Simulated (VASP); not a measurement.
# TiC (Fm-3m) in VASP: further runs, part 2 of 2

VASP 6.6.1. Earlier steps stand in the parts before.

## (3) Electric field gradients, PBEsol (9.83 Å³/atom)

This run uses another cell than the first one, of 9.83 Å³/atom.

Contents of INCAR:

```
PREC = Accurate
ENCUT = 520
EDIFF = 1E-8
ISMEAR = -1
SIGMA = 0.03
LREAL = F
LASPH = T
NELM = 60
ALGO = Normal
ISIF = 2
LWAVE = F
LCHARG = F
GGA = PS
LEFG = T
NBANDS = 15
```

Contents of KPOINTS:

```
Automatic mesh
0
Gamma
  16 16 16
```

Contents of POSCAR:

```
TiC
1.0
    0.0000000000      2.1421399196      2.1421399196
    2.1421399196      0.0000000000      2.1421399196
    2.1421399196      2.1421399196      0.0000000000
Ti C
1 1
Direct
    0.0000000000      0.0000000000      0.0000000000
    0.5000000000      0.5000000000      0.5000000000
```

Potentials or basis: VASP PAW PBE potentials, release 64 (Ti_sv, C).

Command:

```console
$ cat potpaw_PBE.64/Ti_sv/POTCAR potpaw_PBE.64/C/POTCAR > POTCAR
$ mpirun -np 1 vasp_std > vasp.out
```

OUTCAR:

```text
PREC = Accurate
   ENCUT = 520
   EDIFF = 1E-8
   ISMEAR = -1
   LREAL = F
   LASPH = T
   NELM = 60
   ISIF = 2
   GGA = PS

 ion  position               nearest neighbor table
   1  0.000  0.000  0.000-   2 2.14   2 2.14   2 2.14   2 2.14   2 2.14   2 2.14
   2  0.500  0.500  0.500-   1 2.14   1 2.14   1 2.14   1 2.14   1 2.14   1 2.14

  LATTYP: Found a face centered cubic cell.
 ALAT       =     4.2842798392

  Lattice vectors:

 A1 = (   0.0000000000,   2.1421399196,   2.1421399196)
 A2 = (   2.1421399196,   0.0000000000,   2.1421399196)
 A3 = (   2.1421399196,   2.1421399196,   0.0000000000)

Analysis of symmetry for initial positions (statically):
=====================================================================
 Subroutine PRICEL returns:
 Original cell was already a primitive cell.

 Routine SETGRP: Setting up the symmetry group for a
 face centered cubic supercell.

 Subroutine GETGRP returns: Found 48 space group operations
 (whereof 48 operations were pure point group operations)
 out of a pool of 48 trial point group operations.

The static configuration has the point symmetry O_h .

Analysis of symmetry for dynamics (positions and initial velocities):
=====================================================================
 Subroutine PRICEL returns:
 Original cell was already a primitive cell.

 Routine SETGRP: Setting up the symmetry group for a
 face centered cubic supercell.

 Subroutine GETGRP returns: Found 48 space group operations
 (whereof 48 operations were pure point group operations)
 out of a pool of 48 trial point group operations.

The dynamic configuration has the point symmetry O_h .

[... 573 lines left out ...]
      6       9.4584      1.99861
      7       9.6300      1.65060
      8       9.6652      1.18750
      9      10.4833      0.00000
     10      11.1147      0.00000
     11      12.0407      0.00000
     12      12.6450      0.00000
     13      13.5381      0.00000
     14      21.0555      0.00000
     15      23.8779      0.00000

 [... further k-points ...]

------------------------ aborting loop because EDIFF is reached ----------------------------------------

  FORCE on cell =-STRESS in cart. coord.  units (eV):
  Direction    XX          YY          ZZ          XY          YZ          ZX
  --------------------------------------------------------------------------------------
  -------------------------------------------------------------------------------------
  Total        0.2389911      0.2389911      0.2389911      0.0000000      0.0000000     -0.0000000
  in kB       19.4768501     19.4768501     19.4768501      0.0000000      0.0000000     -0.0000000
  external PRESSURE =      19.4768501 kB  Pullay stress =       0.0000000 kB

 VOLUME and BASIS-vectors are now :
 -----------------------------------------------------------------------------
  energy-cutoff  :      520.00
  volume of cell :       19.66
      direct lattice vectors                 reciprocal lattice vectors
     0.000000000  2.142139920  2.142139920    -0.233411457  0.233411457  0.233411457
     2.142139920  0.000000000  2.142139920     0.233411457 -0.233411457  0.233411457
     2.142139920  2.142139920  0.000000000     0.233411457  0.233411457 -0.233411457

 POSITION                                       TOTAL-FORCE (eV/Angst)
 -----------------------------------------------------------------------------------
      0.00000      0.00000      0.00000        -0.000000      0.000000      0.000000
      2.14214      2.14214      2.14214         0.000000     -0.000000      0.000000
 -----------------------------------------------------------------------------------
    total drift:                                0.000000     -0.000000     -0.000000

  FREE ENERGIE OF THE ION-ELECTRON SYSTEM (eV)
  ---------------------------------------------------
  free  energy   TOTEN  =       -19.8010041817 eV

  energy  without entropy=      -19.7997359434  energy(sigma->0) =      -19.80037006

 Electric field gradients (V/A^2)
---------------------------------------------------------------------
 ion       V_xx      V_yy      V_zz      V_xy      V_xz      V_yz
---------------------------------------------------------------------
   1      -0.000    -0.000    -0.000     0.001     0.001     0.001
   2       0.000     0.000    -0.000    -0.000    -0.000    -0.000
---------------------------------------------------------------------

 Electric field gradients after diagonalization (V/A^2)
 (convention: |V_zz| > |V_xx| > |V_yy|)
----------------------------------------------------------------------
 ion       V_xx      V_yy      V_zz     asymmetry (V_yy - V_xx)/ V_zz
----------------------------------------------------------------------
   1      -0.001    -0.001     0.002       0.000
   2       0.000     0.000    -0.000       0.000
----------------------------------------------------------------------

           NMR quadrupolar parameters

 Cq : quadrupolar parameter    Cq=e*Q*V_zz/h
 eta: asymmetry parameters     (V_yy - V_xx)/ V_zz
 Q  : nuclear electric quadrupole moment in mb (millibarn)
----------------------------------------------------------------------
 ion       Cq(MHz)       eta       Q (mb)
----------------------------------------------------------------------
   1       0.000       0.000       1.000
   2      -0.000       0.000       1.000
----------------------------------------------------------------------
```

OSZICAR:

```text
N       E                     dE             d eps       ncg     rms          rms(c)
DAV:   1     0.115374170299E+03    0.11537E+03   -0.79243E+03  4381   0.128E+03
DAV:   2    -0.178763395508E+02   -0.13325E+03   -0.12533E+03  4637   0.333E+02
DAV:   3    -0.249158726088E+02   -0.70395E+01   -0.69156E+01  5633   0.757E+01
DAV:   4    -0.251373246630E+02   -0.22145E+00   -0.22128E+00  5413   0.124E+01
DAV:   5    -0.251426649708E+02   -0.53403E-02   -0.53384E-02  5559   0.165E+00    0.191E+01
DAV:   6    -0.203150772617E+02    0.48276E+01   -0.10932E+01  6212   0.562E+01    0.653E+00
DAV:   7    -0.198348999719E+02    0.48018E+00   -0.18178E+00  5083   0.191E+01    0.523E+00
DAV:   8    -0.198023645170E+02    0.32535E-01   -0.11913E-01  4985   0.428E+00    0.262E+00
DAV:   9    -0.198053725579E+02   -0.30080E-02   -0.68668E-02  5731   0.291E+00    0.940E-01
DAV:  10    -0.198022986413E+02    0.30739E-02   -0.92183E-03  5542   0.142E+00    0.574E-01
DAV:  11    -0.198010350049E+02    0.12636E-02   -0.27394E-03  5057   0.747E-01    0.674E-02
DAV:  12    -0.198010056499E+02    0.29355E-04   -0.24145E-04  4889   0.185E-01    0.283E-02
DAV:  13    -0.198010044533E+02    0.11965E-05   -0.10767E-05  5498   0.308E-02    0.373E-03
DAV:  14    -0.198010042683E+02    0.18498E-06   -0.53242E-07  5349   0.111E-02    0.408E-03
DAV:  15    -0.198010041738E+02    0.94539E-07   -0.18798E-07  5936   0.397E-03    0.887E-04
DAV:  16    -0.198010041817E+02   -0.79010E-08   -0.14637E-08  4353   0.186E-03
   1 F= -.19801004E+02 E0= -.19800370E+02  d E =-.126824E-02
```

It took 40 s on 1 thread of Intel Xeon 8259CL, shared host; peak memory 0.17 GiB.

Results:

| Quantity | Value |
| --- | --- |
| Free energy | -19.8010 eV |
| Pressure | 1.9 GPa |
| Band gap on the k mesh | zero (bands 8 and 9 overlap by 1.09 eV) |
| Largest electric field gradient by atom | under 0.05 V/Å² on every atom |

Caveat: the PAW data sets were made with another functional, which shifts forces and pressure a little.
